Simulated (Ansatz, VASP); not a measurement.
One calculation of P2C, two programs

```
P C
1.0
     2.82417    0.00000    0.00000
     0.00000    2.82417    0.00000
     0.00000    0.00000   13.40181
P C
4 2
Direct
  0.00000 0.50000 0.34024
  0.50000 0.00000 0.15976
  0.00000 0.50000 0.65976
  0.50000 0.00000 0.84024
  0.00000 0.00000 0.75000
  0.00000 0.00000 0.25000
```

Alike in both runs: functional PBE; k mesh 6 × 6 × 4; occupations gaussian, width 0.1 eV; no spin polarisation.

Ansatz relaxed the structure, and its values are those at the end. VASP's run is a single point on that final structure, the one shown.

|  | VASP | Ansatz |
| --- | --- | --- |
| version | VASP 6.6.1 | Ansatz 0.2.0 |
| potentials or method | VASP PAW PBE potentials, release 64 (P, C), cutoff 520 eV | scalar-relativistic, plane waves, PAW |
| valence electrons in the cell | 28 | 28 |

|  | VASP | Ansatz | Ansatz less VASP |
| --- | --- | --- | --- |
| gap on the k mesh at the Fermi level (eV) | none | none | - |
| pressure (GPa) | -0.3 | 0.1 | +0.33 |
| rms of the force components (eV/Å) | 0.034 | 0.002 | -0.0319 |

A gap of «none» marks a metal or a gap that the smearing closes.

The k mesh is coarse, so the values compare programs but aren't converged.
